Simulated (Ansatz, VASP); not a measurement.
## CdS in VASP and in Ansatz

Contents of INCAR:

```
SYSTEM = CdS
  PREC = Accurate
  ENCUT = 520
  EDIFF = 1E-6
  ISMEAR = 0
  SIGMA = 0.01
  LREAL = .False.
  LASPH = .True.
  NELM = 150
  ALGO = Normal
  ISIF = 2
  LWAVE = .False.
  LCHARG = .False.
  MAGMOM = 0 0 0 0 0 0
  LORBIT = 11
  LSORBIT = .True.
  GGA_COMPAT = .False.
  LORBMOM = .True.
  GGA = PS
  NBANDS = 30
```

KPOINTS

```
regular mesh
0
Gamma
  6 6 6
  0 0 0
```

The input POSCAR:

```
CdS
1.0
    0.0000000000      2.9122833951      2.8977219781
    2.9122833951      0.0000000000      2.8977219781
    2.9122833951      2.9122833951      0.0000000000
Cd S
1 1
Direct
    0.0000000000      0.0000000000      0.0000000000
    0.7500000000      0.7500000000      0.7500000000
```

Input for Ansatz:

```yaml
crystal:
  lattice:
    - [0.0, 2.91228339506, 2.89772197809]
    - [2.91228339506, 0.0, 2.89772197809]
    - [2.91228339506, 2.91228339506, 0.0]
  atoms:
    - { symbol: Cd, position: [0.0, 0.0, 0.0] }
    - { symbol: S, position: [0.75, 0.75, 0.75] }
kpoints:
  mp_grid: { grid: [6, 6, 6] }
scf:
  occupations: { method: fixed }
  convergence: { dr2_threshold: 1.0e-10 }
hamiltonian:
  xc: pbesol
  pseudopotentials: { kind: all_electron, lapw: { basis_error: 0.0005 } }
magnetization:
  noncollinear: true
  spin_orbit: true
output:
  forces: true
  stress: true
  eigenstates:
    kpoints:
      - [0.0, 0.0, 0.0]
      - [0.5, 0.5, 0.0]
      - [0.5, 0.0, 0.5]
      - [0.0, 0.5, 0.5]
      - [0.0, 0.5, 0.0]
      - [0.5, 0.0, 0.0]
      - [0.0, 0.0, 0.5]
      - [0.5, 0.5, 0.5]
  eigenvalues: true
```

Change from the starting cell: z stretched by -0.5 %, x and y held.

Alike in both runs: task single point; functional PBEsol; k mesh 6 × 6 × 6; non-collinear spin, spin-orbit coupling.

|  | VASP | Ansatz |
| --- | --- | --- |
| version | VASP 6.6.1 | Ansatz 0.2.0 |
| potentials or method | VASP PAW PBE potentials, release 64 (Cd, S), cutoff 520 eV | all-electron LAPW |
| occupations | gaussian, width 0.01 eV | fixed |

|  | VASP | Ansatz | Ansatz less VASP |
| --- | --- | --- | --- |
| pressure (GPa) | 0.7 | 0.3 | -0.40 |
| traceless stress, the component that is largest in VASP (GPa) | 0.06 | 0.06 | +0.002 |
| net moment per atom (μB) | 0.00 | 0.00 | 0.000 |

VASP's potentials were made for PBE, not for PBEsol. Ansatz ran all-electron here, and VASP with PAW potentials.
